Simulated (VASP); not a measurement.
**Ti: single point with PBEsol**

Ti:

```
Ti
1.0
     2.90044    0.00000    0.00000
    -1.45022    2.51185    0.00000
     0.00000    0.00000    4.59099
Ti
2
Direct
  0.33333 0.66667 0.25000
  0.66667 0.33333 0.75000
```

```json
{"Program": "VASP 6.6.1", "Task": "single point", "Functional": "PBEsol", "Potentials or basis": "VASP PAW PBE potentials, release 64 (Ti_sv)", "Cutoff": "520 eV", "k mesh": "24 × 24 × 14", "Occupations": "gaussian, width 0.15 eV", "Spin": "no spin polarisation"}
```

```yaml
Pressure: -0.3 GPa
Band_gap_on_the_k_mesh: zero (band 12 reaches 9.41 eV, above the bottom of band 13 at 8.25 eV)
```

Levels at points of the mesh, in eV from the Fermi level:
| k point | band 10 | band 11 | band 12 | band 13 | band 14 | band 15 |
| --- | --- | --- | --- | --- | --- | --- |
| (0.00, 0.00, 0.00) | -2.79 | 0.79 | 0.79 | 0.90 | 0.93 | 1.32 |
| (0.50, 0.00, 0.00) | -2.28 | -1.95 | -0.58 | 0.47 | 0.66 | 1.24 |
| (0.00, 0.00, 0.50) | -4.39 | 0.09 | 0.09 | 0.69 | 0.69 | 0.69 |
| (0.50, 0.00, 0.50) | -2.65 | -0.86 | -0.86 | 1.44 | 1.44 | 1.80 |

Wall time 20 min on 1 thread of AMD EPYC 7R43 64-Core Processor (Zen 3), with other jobs on the host, peak memory 0.31 GiB.

Caveat: the PAW data sets were made with another functional, which shifts forces and pressure a little.
